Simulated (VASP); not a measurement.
# SnTe (F-43m) in VASP: further runs, part 2 of 2

VASP 6.6.1. Earlier steps stand in the parts before.

### Step 6. Single point, LDA

This run uses another cell than the first one, of 52.74 Å³/atom, 1.167 times its volume.

The input, INCAR:

```
PREC = Accurate
ENCUT = 520
EDIFF = 1E-6
ISMEAR = 0
SIGMA = 0.01
LREAL = False
LASPH = True
NELM = 100
ALGO = Normal
ISIF = 2
LWAVE = False
LCHARG = True
LELF = True
LVHAR = True
NBANDS = 17
```

The input, KPOINTS:

```
Automatic mesh
0
Gamma
  6 6 6
```

The input, POSCAR:

```
SnTe
1.0
    0.0000000000      3.7501750152      3.7501750152
    3.7501750152      0.0000000000      3.7501750152
    3.7501750152      3.7501750152      0.0000000000
Sn Te
1 1
Direct
    0.0000000000      0.0000000000      0.0000000000
    0.7500000000      0.7500000000      0.7500000000
```

Potentials or basis: VASP PAW LDA potentials, release 64 (Sn_d, Te).

On the command line:

```
> cat potpaw_LDA.64/Sn_d/POTCAR potpaw_LDA.64/Te/POTCAR > POTCAR
> mpirun -np 1 vasp_std > vasp.out
```

OUTCAR:

```text
PREC = Accurate
   ENCUT = 520
   EDIFF = 1E-6
   ISMEAR = 0
   LREAL = False
   LASPH = True
   NELM = 100
   ISIF = 2

 ion  position               nearest neighbor table
   1  0.000  0.000  0.000-   2 3.25   2 3.25   2 3.25   2 3.25
   2  0.750  0.750  0.750-   1 3.25   1 3.25   1 3.25   1 3.25

  LATTYP: Found a face centered cubic cell.
 ALAT       =     7.5003500304

  Lattice vectors:

 A1 = (   0.0000000000,   3.7501750152,   3.7501750152)
 A2 = (   3.7501750152,   0.0000000000,   3.7501750152)
 A3 = (   3.7501750152,   3.7501750152,   0.0000000000)

Analysis of symmetry for initial positions (statically):
=====================================================================
 Subroutine PRICEL returns:
 Original cell was already a primitive cell.

 Routine SETGRP: Setting up the symmetry group for a
 face centered cubic supercell.

 Subroutine GETGRP returns: Found 24 space group operations
 (whereof 24 operations were pure point group operations)
 out of a pool of 48 trial point group operations.

The static configuration has the point symmetry T_d .

Analysis of symmetry for dynamics (positions and initial velocities):
=====================================================================
 Subroutine PRICEL returns:
 Original cell was already a primitive cell.

 Routine SETGRP: Setting up the symmetry group for a
 face centered cubic supercell.

 Subroutine GETGRP returns: Found 24 space group operations
 (whereof 24 operations were pure point group operations)
 out of a pool of 48 trial point group operations.

The dynamic configuration has the point symmetry T_d .

 Subroutine INISYM returns: Found 24 space group operations
 (whereof 24 operations are pure point group operations),
 and found     1 'primitive' translations

----------------------------------------------------------------------------------------

                                     Primitive cell

  volume of cell :     105.4835

  direct lattice vectors                    reciprocal lattice vectors
     0.000000000  3.750175015  3.750175015    -0.133327111  0.133327111  0.133327111
     3.750175015  0.000000000  3.750175015     0.133327111 -0.133327111  0.133327111
     3.750175015  3.750175015  0.000000000     0.133327111  0.133327111 -0.133327111

  length of vectors
     5.303548368  5.303548368  5.303548368     0.230929330  0.230929330  0.230929330

  position of ions in fractional coordinates (direct lattice)
     0.000000000  0.000000000  0.000000000
     0.750000000  0.750000000  0.750000000

  ion indices of the primitive-cell ions
   primitive index   ion index
                 1           1
                 2           2

----------------------------------------------------------------------------------------

 KPOINTS: Automatic mesh

Automatic generation of k-mesh.
 Grid dimensions read from file:
 generate k-points for:    6    6    6

 Generating k-lattice:

  Cartesian coordinates                     Fractional coordinates (reciprocal lattice)
    -0.022221185  0.022221185  0.022221185     0.166666667  0.000000000  0.000000000
     0.022221185 -0.022221185  0.022221185     0.000000000  0.166666667  0.000000000
     0.022221185  0.022221185 -0.022221185     0.000000000  0.000000000  0.166666667

  Length of vectors
     0.038488222  0.038488222  0.038488222

  Shift w.r.t. Gamma in fractional coordinates (k-lattice)
     0.000000000  0.000000000  0.000000000

 Subroutine IBZKPT returns following result:
 ===========================================

 Found     16 irreducible k-points:

 Following reciprocal coordinates:
            Coordinates               Weight
  0.000000  0.000000  0.000000      1.000000
  0.166667  0.000000  0.000000      8.000000
  0.333333  0.000000  0.000000      8.000000
  0.500000  0.000000  0.000000      4.000000
  0.166667  0.166667  0.000000      6.000000
  0.333333  0.166667  0.000000     24.000000
[... 8 lines left out ...]
 -0.333333  0.333333  0.166667     24.000000
 -0.333333  0.500000  0.166667     12.000000
   k-points           NKPTS =     16   k-points in BZ     NKDIM =     16   number of bands    NBANDS=     17
   number of dos      NEDOS =    301   number of ions     NIONS =      2
   total plane-waves  NPLWV =  64000
   dimension x,y,z NGX =    40 NGY =   40 NGZ =   40
   dimension x,y,z NGXF=    80 NGYF=   80 NGZF=   80
   ions per type =               1   1
   NGX,Y,Z   is equivalent  to a cutoff of  12.54, 12.54, 12.54 a.u.
   NGXF,Y,Z  is equivalent  to a cutoff of  25.08, 25.08, 25.08 a.u.
 SYSTEM =  unknown system
   PREC   = accura    normal or accurate (medium, high low for compatibility)
   ISTART =      0    job   : 0-new  1-cont  2-samecut
   ICHARG =      2    charge: 1-file 2-atom 10-const
   ISPIN  =      1    spin polarized calculation?
   LNONCOLLINEAR =      F non collinear calculations
   LSORBIT =      F    spin-orbit coupling
   LASPH  =      T    aspherical Exc in radial PAW
   ENCUT  =  520.0 eV  38.22 Ry    6.18 a.u.   9.86  9.86  9.86*2*pi/ulx,y,z
   NELM   =    100;   NELMIN=  2; NELMDL= -5     # of ELM steps
   EDIFF  = 0.1E-05   stopping-criterion for ELM
   LREAL  =      F    real-space projection
   EDIFFG = 0.1E-04   stopping-criterion for IOM
   NSW    =      0    number of steps for IOM
   IBRION =     -1    ionic relax: 0-MD 1-quasi-New 2-CG
   NFREE  =      0    steps in history (QN), initial steepest desc. (CG)
   ISIF   =      2    stress and relaxation
   ISYM   =      2    0-nonsym 1-usesym 2-fastsym
   POTIM  = 0.5000    time-step for ionic-motion
   TEBEG  =    0.0;   TEEND  =   0.0 temperature during run
   PSTRESS=    0.0 pullay stress
   NELECT =      20.0000    total number of electrons
   NUPDOWN=      -1.0000    fix difference up-down
   EMIN   =  10.00;   EMAX   =-10.00  energy-range for DOS
   EFERMI =   0.00;   METHOD = LEGACY
   ISMEAR =     0;   SIGMA  =   0.01  broadening in eV -4-tet -1-fermi 0-gaus
   EFERMI_NEDOS =   21; number of points for ismear=-14 and -15
   IALGO  =     38    algorithm
   IMIX   =      4    mixing-type and parameters
     AMIX     =   0.40;   BMIX     =  1.00
     AMIX_MAG =   1.60;   BMIX_MAG =  1.00
  volume/ion in A,a.u.               =      52.74       355.92
  Fermi-wavevector in a.u.,A,eV,Ry     =   0.940495  1.777278 12.034780  0.884531
  Thomas-Fermi vector in A             =   2.067913
   LORBIT       =      0    0 simple, 1 ext, 2 COOP (PROOUT), +10 PAW based schemes
   GGA     = CA    functional components
   LHFCALC =     F    Hartree Fock is set to
   AEXX    =    0.0000 exact exchange contribution
   IVDW    =     0    specifies the selected vdW correction
   LEPSILON=     F    determine dielectric tensor
   LRPA    =     F    only Hartree local field effects (RPA)
 non-spin polarized calculation
 Gauss-broadening in eV      SIGMA  =   0.01
  energy-cutoff  :      520.00
  volume of cell :      105.48
 maximum number of plane-waves:      2874
   NGX = 19   NGY = 19   NGZ = 19

 number of electron      20.0000007 magnetization

 Free energy of the ion-electron system (eV)
  ---------------------------------------------------
  ext. energy  EPLUGINS =         0.00000000
  ---------------------------------------------------
  free energy    TOTEN  =        -7.77420345 eV

  energy without entropy =       -7.77420345  energy(sigma->0) =       -7.77420345

 E-fermi :   1.8528     XC(G=0):  -7.3784

 val. band max:        1.7523299861   @ k =  -0.3333   0.5000   0.1667
 cond. band min:       2.1737529055   @ k =   0.5000   0.5000   0.0000
 fundamental gap:      0.4214229194
 Fermi energy:         1.8528162976

 k-point     1 :       0.0000    0.0000    0.0000
  band No.  band energies     occupation
      1     -19.7299      2.00000
      2     -19.7299      2.00000
      3     -19.7299      2.00000
      4     -19.7250      2.00000
      5     -19.7250      2.00000
      6      -9.0316      2.00000
[... 9 lines left out ...]
     16       8.4309      0.00000
     17       9.4477      0.00000
[... 281 lines left out ...]
 k-point    16 :      -0.3333    0.5000    0.1667
  band No.  band energies     occupation
      1     -19.7312      2.00000
      2     -19.7288      2.00000
      3     -19.7284      2.00000
      4     -19.7253      2.00000
      5     -19.7247      2.00000
      6      -8.4611      2.00000
[... 9 lines left out ...]
     16       9.6700      0.00000
     17       9.6792      0.00000

------------------------ aborting loop because EDIFF is reached ----------------------------------------

  FORCE on cell =-STRESS in cart. coord.  units (eV):
  Direction    XX          YY          ZZ          XY          YZ          ZX
  --------------------------------------------------------------------------------------
  -------------------------------------------------------------------------------------
  Total       -2.6003451     -2.6003451     -2.6003451     -0.0000000      0.0000000     -0.0000000
  in kB      -39.4963499    -39.4963499    -39.4963499     -0.0000000      0.0000000     -0.0000000
  external PRESSURE =     -39.4963499 kB  Pullay stress =       0.0000000 kB

 VOLUME and BASIS-vectors are now :
 -----------------------------------------------------------------------------
  energy-cutoff  :      520.00
  volume of cell :      105.48
      direct lattice vectors                 reciprocal lattice vectors
     0.000000000  3.750175015  3.750175015    -0.133327111  0.133327111  0.133327111
     3.750175015  0.000000000  3.750175015     0.133327111 -0.133327111  0.133327111
     3.750175015  3.750175015  0.000000000     0.133327111  0.133327111 -0.133327111

 POSITION                                       TOTAL-FORCE (eV/Angst)
 -----------------------------------------------------------------------------------
      0.00000      0.00000      0.00000        -0.000000     -0.000000     -0.000000
      5.62526      5.62526      5.62526         0.000000      0.000000      0.000000
 -----------------------------------------------------------------------------------
    total drift:                                0.000000      0.000000      0.000000

  FREE ENERGIE OF THE ION-ELECTRON SYSTEM (eV)
  ---------------------------------------------------
  free  energy   TOTEN  =        -7.7742034523 eV

  energy  without entropy=       -7.7742034523  energy(sigma->0) =       -7.77420345
```

OSZICAR:

```text
N       E                     dE             d eps       ncg     rms          rms(c)
DAV:   1     0.124089689079E+03    0.12409E+03   -0.91535E+03   544   0.114E+03
DAV:   2     0.510850195243E+01   -0.11898E+03   -0.11579E+03   578   0.279E+02
DAV:   3    -0.753292635585E+01   -0.12641E+02   -0.12486E+02   632   0.923E+01
DAV:   4    -0.797340560297E+01   -0.44048E+00   -0.43995E+00   628   0.183E+01
DAV:   5    -0.799272098409E+01   -0.19315E-01   -0.19315E-01   784   0.370E+00    0.330E+00
DAV:   6    -0.778239365447E+01    0.21033E+00   -0.63063E-01   711   0.349E+00    0.215E+00
DAV:   7    -0.777660649566E+01    0.57872E-02   -0.71460E-02   566   0.103E+00    0.997E-01
DAV:   8    -0.777431514013E+01    0.22914E-02   -0.81463E-03   651   0.655E-01    0.181E-01
DAV:   9    -0.777409878595E+01    0.21635E-03   -0.24762E-03   663   0.244E-01    0.608E-02
DAV:  10    -0.777417732358E+01   -0.78538E-04   -0.30988E-04   563   0.763E-02    0.282E-02
DAV:  11    -0.777420141774E+01   -0.24094E-04   -0.54047E-05   569   0.434E-02    0.599E-03
DAV:  12    -0.777420310510E+01   -0.16874E-05   -0.66674E-06   678   0.182E-02    0.397E-03
DAV:  13    -0.777420345229E+01   -0.34719E-06   -0.71896E-07   452   0.464E-03
   1 F= -.77742035E+01 E0= -.77742035E+01  d E =-.439817E-47
```

stdout:

```text
POSCAR found type information on POSCAR SnTe
 POSCAR found :  2 types and       2 ions
 scaLAPACK will be used
 LDA part: xc-table for (Slater(with rela. corr.)+CA(PZ))
 , standard interpolation
 POSCAR, INCAR and KPOINTS ok, starting setup
 FFT: planning ... GRIDC
 FFT: planning ... GRID_SOFT
 FFT: planning ... GRID
 WAVECAR not read
 entering main loop
```

It took 34 s on 1 thread of Intel Xeon 8259CL, shared host; peak memory 0.2 GiB.

What came out:

```yaml
Free_energy: -7.7742 eV
Pressure: -3.9 GPa
Band_gap_on_the_k_mesh: 0.42 eV, indirect (least direct gap 0.82 eV)
```

Levels at points of the mesh, in eV from the valence-band top:
```tsv
k point	band 7	band 8	band 9	band 10	band 11	band 12	band 13	band 14
(0.00, 0.00, 0.00)	-5.32	-1.40	-1.40	-1.40	1.28	1.28	1.28	4.13
(0.50, 0.00, 0.00)	-6.58	-1.87	-1.87	-1.68	2.00	2.00	3.13	5.73
(0.50, 0.50, 0.00)	-6.88	-2.44	-2.44	-0.40	0.42	3.66	3.66	5.40
```

Caveat: spin-orbit coupling is left out, which moves the levels of the heavy elements. A k mesh can miss the band edges.

### Step 7. The runs side by side

| cell | gap on the mesh (eV) | pressure (GPa) |
| --- | --- | --- |
| a = 5.038 Å, angles 60.0°, 2 atoms | 0.09 | -1.2 |
| a = 5.107 Å, angles 60.0°, 2 atoms | 0.19 | -2.1 |
| a = 5.174 Å, angles 60.0°, 2 atoms | 0.28 | -2.9 |
| a = 5.240 Å, angles 60.0°, 2 atoms | 0.35 | -3.5 |
| a = 5.304 Å, angles 60.0°, 2 atoms | 0.42 | -3.9 |

Alike in all rows: task single point; level LDA; potentials or basis VASP PAW LDA potentials, release 64 (Sn_d, Te); no spin polarisation; k mesh 6 × 6 × 6; cutoff (eV) 520; smearing gaussian 0.01 eV.

Caveats: spin-orbit coupling is left out, which moves the levels of the heavy elements.

Absolute energies hang on the potentials; compare differences alone.
